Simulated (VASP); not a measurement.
A run of VASP 6.6.1 is set up as follows.

Contents of INCAR:

```
SYSTEM = Ge2Sb3
PREC     = Accurate       ! precision mode
ENCUT    = 600            ! plane-wave cutoff, eV
EDIFF    = 1E-6           ! SCF threshold, eV
ISMEAR   = 0              ! smearing method
SIGMA    = 0.1            ! smearing width, eV
LREAL    = .FALSE.        ! projectors in reciprocal space
LASPH    = .TRUE.         ! aspherical terms in the spheres
NELM     = 80             ! most SCF steps
ALGO     = Normal         ! electronic algorithm
ISIF     = 3              ! what is computed and relaxed
LWAVE    = .FALSE.        ! write WAVECAR
LCHARG   = .FALSE.        ! write CHGCAR
GGA      = PE             ! functional
IBRION   = 2              ! ionic algorithm
NSW      = 90             ! ionic steps
EDIFFG   = -0.04          ! ionic threshold
```

KPOINTS

```
regular mesh
0
G
  6 6 4
  0 0 0
```

Contents of POSCAR:

```
Ge2Sb3
1.0
    4.4211322247      0.0000000000      0.0000000000
   -2.2105661123      3.8288128201      0.0000000000
    0.0000000000      0.0000000000      6.8785635882
Ge Sb
2 3
Direct
    0.3333333333      0.6666666667      0.2450000000
    0.6666666667      0.3333333333      0.7550000000
    0.0000000000      0.0000000000      0.0000000000
    0.3333333333      0.6666666667      0.6450000000
    0.6666666667      0.3333333333      0.3550000000
```

Potentials or basis: VASP PAW PBE potentials, release 64 (Ge_d, Sb).

The run is started by

```console
$ cat potpaw_PBE.64/Ge_d/POTCAR potpaw_PBE.64/Sb/POTCAR > POTCAR
$ mpirun -np 1 vasp_std > vasp.out
```

**Question.** What does it give for the space group after relaxing (to 0.1 Å)?

**Answer.** P-3m1 (No. 164).

**Question.** What does it give for the relaxed cell?

**Answer.** a = 4.896 Å, b = 4.896 Å, c = 6.409 Å, α = 90.00°, β = 90.00°, γ = 120.00°.

**Question.** Predict the band gap on the k mesh.

**Answer.** Zero (an odd number of electrons rules out a gap without spin polarisation).

Final structure:
```xyz
5
Lattice="4.8957 0.0000 0.0000 -2.4478 4.2398 0.0000 0.0000 0.0000 6.4089" Properties=species:S:1:pos:R:3 pbc="T T T"
Ge    0.0000    2.8265    1.2581
Ge    2.4478    1.4133    5.1508
Sb    0.0000    0.0000    0.0000
Sb    0.0000    2.8265    4.1506
Sb    2.4478    1.4133    2.2583
```

Caveat: spin-orbit coupling is left out, which moves the levels of the heavy elements.
